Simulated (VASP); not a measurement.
# Ni (P6_3/mmc) in VASP: a series of runs

Ni is run at these levels: RPBE; tasks: single point.

Everything below comes from runs of VASP 6.6.1. Logs are shortened: lines on timing, memory, paths and dates and some standing lists are left out, and cuts for length are marked.

## 1. The cell of the first run

The structure is hexagonal, space group P6_3/mmc (No. 194). The conventional cell has a = 2.513 Å, b = 2.513 Å, c = 8.223 Å, α = 90.00°, β = 90.00°, γ = 120.00°. Ni (site symmetry -3m) has 12 Ni at 2.51 to 2.52 Å within 3.3 Å. Within 3.3 Å of Ni (site symmetry -6m2) lie 12 Ni at 2.51 to 2.52 Å.

## 2. Single point, RPBE, collinear spin, ferromagnetic start

INCAR

```
  PREC = Accurate
  ENCUT = 520
  EDIFF = 1E-6
  ISMEAR = -1
  SIGMA = 0.05
  LREAL = False
  LASPH = True
  NELM = 150
  ALGO = Normal
  ISIF = 2
  LWAVE = False
  LCHARG = False
  ISPIN = 2
  MAGMOM = 0.8 0.8 0.8 0.8
  LORBIT = 11
  LMAXMIX = 4
  GGA = RP
  NBANDS = 32
```

KPOINTS

```
Automatic mesh
0
Gamma
  14 14 4
```

POSCAR

```
Ni
1.0
    2.5126292021      0.0000000000      0.0000000000
   -1.2563146011      2.1760007193      0.0000000000
    0.0000000000      0.0000000000      8.2233462377
Ni
4
Direct
    0.0000000000      1.0000000000      1.0000000000
    0.0000000000      1.0000000000      0.5000000000
    0.3333333333      0.6666666667      0.2500000000
    0.6666666667      0.3333333333      0.7500000000
```

Potentials or basis: VASP PAW PBE potentials, release 64 (Ni).

Launch:

```console
$ cat potpaw_PBE.64/Ni/POTCAR > POTCAR
$ mpirun -np 1 vasp_std > vasp.out
```

OUTCAR:

```text
PREC = Accurate
   ENCUT = 520
   EDIFF = 1E-6
   ISMEAR = -1
   LREAL = False
   LASPH = True
   NELM = 150
   ISIF = 2
   ISPIN = 2
   LORBIT = 11
   GGA = RP

 ion  position               nearest neighbor table
   1  0.000  0.000  0.000-   3 2.52   4 2.52   4 2.52   3 2.52   4 2.52   3 2.52
   2  0.000  0.000  0.500-   3 2.52   4 2.52   4 2.52   3 2.52   4 2.52   3 2.52
   3  0.333  0.667  0.250-   1 2.52   2 2.52   1 2.52   2 2.52   1 2.52   2 2.52
   4  0.667  0.333  0.750-   1 2.52   2 2.52   1 2.52   2 2.52   1 2.52   2 2.52

  LATTYP: Found a hexagonal cell.
 ALAT       =     2.5126292021
 C/A-ratio  =     3.2728053271

  Lattice vectors:

 A1 = (   2.5126292021,   0.0000000000,   0.0000000000)
 A2 = (  -1.2563146011,   2.1760007193,   0.0000000000)
 A3 = (   0.0000000000,   0.0000000000,   8.2233462377)

Analysis of symmetry for initial positions (statically):
=====================================================================
 Subroutine PRICEL returns:
 Original cell was already a primitive cell.

 Routine SETGRP: Setting up the symmetry group for a
 hexagonal supercell.

 Subroutine GETGRP returns: Found 24 space group operations
 (whereof 12 operations were pure point group operations)
 out of a pool of 24 trial point group operations.

The static configuration has the point symmetry D_3d.
 The point group associated with its full space group is D_6h.

Analysis of symmetry for dynamics (positions and initial velocities):
=====================================================================
 Subroutine PRICEL returns:
 Original cell was already a primitive cell.

 Routine SETGRP: Setting up the symmetry group for a
 hexagonal supercell.

 Subroutine GETGRP returns: Found 24 space group operations
 (whereof 12 operations were pure point group operations)
 out of a pool of 24 trial point group operations.

The dynamic configuration has the point symmetry D_3d.
 The point group associated with its full space group is D_6h.

Analysis of structural, dynamic, and magnetic symmetry:
=====================================================================
 Subroutine PRICEL returns:
 Original cell was already a primitive cell.

 Routine SETGRP: Setting up the symmetry group for a
 hexagonal supercell.

 Subroutine GETGRP returns: Found 24 space group operations
 (whereof 12 operations were pure point group operations)
 out of a pool of 24 trial point group operations.

The overall configuration has the point symmetry D_3d.
 The point group associated with its full space group is D_6h.

 Subroutine INISYM returns: Found 24 space group operations
[... 129 lines left out ...]
   IVDW    =     0    specifies the selected vdW correction
   LEPSILON=     F    determine dielectric tensor
   LRPA    =     F    only Hartree local field effects (RPA)
 spin polarized calculation
  energy-cutoff  :      520.00
  volume of cell :       44.96
 maximum number of plane-waves:      1237
 NGX is ok and might be reduce to    20
   NGX =  9   NGY =  9   NGZ = 31

 number of electron      40.0000022 magnetization       2.6026511

 Free energy of the ion-electron system (eV)
  ---------------------------------------------------
  ext. energy  EPLUGINS =         0.00000000
  ---------------------------------------------------
  free energy    TOTEN  =       -19.78927690 eV

  energy without entropy =      -19.72398592  energy(sigma->0) =      -19.75663141

 E-fermi :   9.0891     XC(G=0): -12.9398

 val. band max:        9.0882108968   @ k =   0.2857   0.0714   0.0000
 cond. band min:       9.0891018358   @ k =   0.2143   0.2143   0.5000
 fundamental gap:      0.0008909390
 Fermi energy:         9.0890566993

 spin component 1

 k-point     1 :       0.0000    0.0000    0.0000
  band No.  band energies     occupation
      1       0.3071      1.00000
      2       2.4822      1.00000
      3       2.4864      1.00000
      4       4.4126      1.00000
      5       6.3830      1.00000
      6       6.4491      1.00000
[... 829 lines left out ...]
     31      21.8118      0.00000
     32      22.1004      0.00000

 [... further k-points ...]

 spin component 2

 k-point     1 :       0.0000    0.0000    0.0000
  band No.  band energies     occupation
      1       0.2409      1.00000
      2       2.4473      1.00000
      3       2.4501      1.00000
      4       4.8510      1.00000
      5       7.0897      1.00000
      6       7.0898      1.00000
[... 829 lines left out ...]
     31      21.9026      0.00000
     32      22.1870      0.00000

 [... further k-points ...]

------------------------ aborting loop because EDIFF is reached ----------------------------------------

  FORCE on cell =-STRESS in cart. coord.  units (eV):
  Direction    XX          YY          ZZ          XY          YZ          ZX
  --------------------------------------------------------------------------------------
  -------------------------------------------------------------------------------------
  Total        0.0216403      0.0216403      0.0206649     -0.0000000      0.0000000      0.0000000
  in kB        0.7711482      0.7711482      0.7363904     -0.0000000      0.0000000      0.0000000
  external PRESSURE =       0.7595623 kB  Pullay stress =       0.0000000 kB

 VOLUME and BASIS-vectors are now :
 -----------------------------------------------------------------------------
  energy-cutoff  :      520.00
  volume of cell :       44.96
      direct lattice vectors                 reciprocal lattice vectors
     2.512629202  0.000000000  0.000000000     0.397989484  0.229779336  0.000000000
    -1.256314601  2.176000719  0.000000000     0.000000000  0.459558672  0.000000000
     0.000000000  0.000000000  8.223346238     0.000000000  0.000000000  0.121604998

 POSITION                                       TOTAL-FORCE (eV/Angst)
 -----------------------------------------------------------------------------------
      0.00000      0.00000      0.00000        -0.000000      0.000000     -0.000000
      0.00000      0.00000      4.11167        -0.000000      0.000000     -0.000000
     -0.00000      1.45067      2.05584        -0.000000      0.000000      0.000000
      1.25631      0.72533      6.16751         0.000000     -0.000000      0.000000
 -----------------------------------------------------------------------------------
    total drift:                                0.000000     -0.000000      0.000000

  FREE ENERGIE OF THE ION-ELECTRON SYSTEM (eV)
  ---------------------------------------------------
  free  energy   TOTEN  =       -19.7892769029 eV

  energy  without entropy=      -19.7239859207  energy(sigma->0) =      -19.75663141

 total charge

# of ion       s       p       d       tot
------------------------------------------
    1        0.482   0.468   8.297   9.247
    2        0.482   0.468   8.297   9.247
    3        0.482   0.470   8.295   9.247
    4        0.482   0.470   8.295   9.247
--------------------------------------------------
tot          1.929   1.875  33.183  36.987

 magnetization (x)

# of ion       s       p       d       tot
------------------------------------------
    1       -0.006  -0.027   0.696   0.662
    2       -0.006  -0.027   0.696   0.662
    3       -0.006  -0.027   0.705   0.672
    4       -0.006  -0.027   0.705   0.672
--------------------------------------------------
tot         -0.025  -0.108   2.801   2.668
```

OSZICAR:

```text
N       E                     dE             d eps       ncg     rms          rms(c)
DAV:   1     0.255975411532E+03    0.25598E+03   -0.17247E+04  9480   0.176E+03
DAV:   2    -0.623984230538E+01   -0.26222E+03   -0.24723E+03  9224   0.322E+02
DAV:   3    -0.232034968621E+02   -0.16964E+02   -0.16240E+02 10616   0.105E+02
DAV:   4    -0.234886429038E+02   -0.28515E+00   -0.28483E+00 10496   0.139E+01
DAV:   5    -0.234984909865E+02   -0.98481E-02   -0.98474E-02 11704   0.203E+00    0.187E+01
DAV:   6    -0.210747510325E+02    0.24237E+01   -0.22689E+01 10496   0.729E+01    0.126E+01
DAV:   7    -0.198374834073E+02    0.12373E+01   -0.44828E+00 10512   0.311E+01    0.415E+00
DAV:   8    -0.205875069301E+02   -0.75002E+00   -0.34537E+00 11408   0.356E+01    0.137E+01
DAV:   9    -0.197965122142E+02    0.79099E+00   -0.19847E+00 11224   0.299E+01    0.198E+00
DAV:  10    -0.197897980837E+02    0.67141E-02   -0.66154E-02 12672   0.303E+00    0.500E-01
DAV:  11    -0.197895128582E+02    0.28523E-03   -0.88404E-03 11048   0.839E-01    0.272E-01
DAV:  12    -0.197893146116E+02    0.19825E-03   -0.60026E-04 10464   0.331E-01    0.132E-01
DAV:  13    -0.197892425000E+02    0.72112E-04   -0.11703E-04 15800   0.134E-01    0.437E-02
DAV:  14    -0.197892688742E+02   -0.26374E-04   -0.36382E-05 11936   0.804E-02    0.214E-02
DAV:  15    -0.197892766334E+02   -0.77592E-05   -0.14009E-05 11968   0.518E-02    0.869E-03
DAV:  16    -0.197892769029E+02   -0.26951E-06   -0.14398E-06  6280   0.130E-02
   1 F= -.19789277E+02 E0= -.19756631E+02  d E =-.652910E-01  mag=     2.6026
```

stdout:

```text
POSCAR found type information on POSCAR Ni
 POSCAR found :  1 types and       4 ions
 scaLAPACK will be used
 -----------------------------------------------------------------------------
|                                                                             |
|                                                                             |
|     You enforced a specific xc type in the INCAR file but a different       |
|     I HOPE YOU KNOW WHAT YOU ARE DOING!                                     |
|                                                                             |
 -----------------------------------------------------------------------------

 LDA part: xc-table for (Slater+PW92), standard interpolation
 POSCAR, INCAR and KPOINTS ok, starting setup
 FFT: planning ... GRIDC
 FFT: planning ... GRID_SOFT
 FFT: planning ... GRID
 WAVECAR not read
 entering main loop
```

Wall time 3.2 min (1 thread of Intel Xeon Platinum 8488C (Sapphire Rapids), shared host); peak memory 0.27 GiB.

What came out:

- Free energy: -19.7893 eV
- Pressure: 0.1 GPa
- Net moment: 2.60 μB per cell
- Site moments: Ni +0.66, +0.67 μB
- Valence electrons inside the program's atomic spheres: Ni 9.25

Caveat: the PAW data sets were made with another functional, which shifts forces and pressure a little.

[end of part 1 of 2]
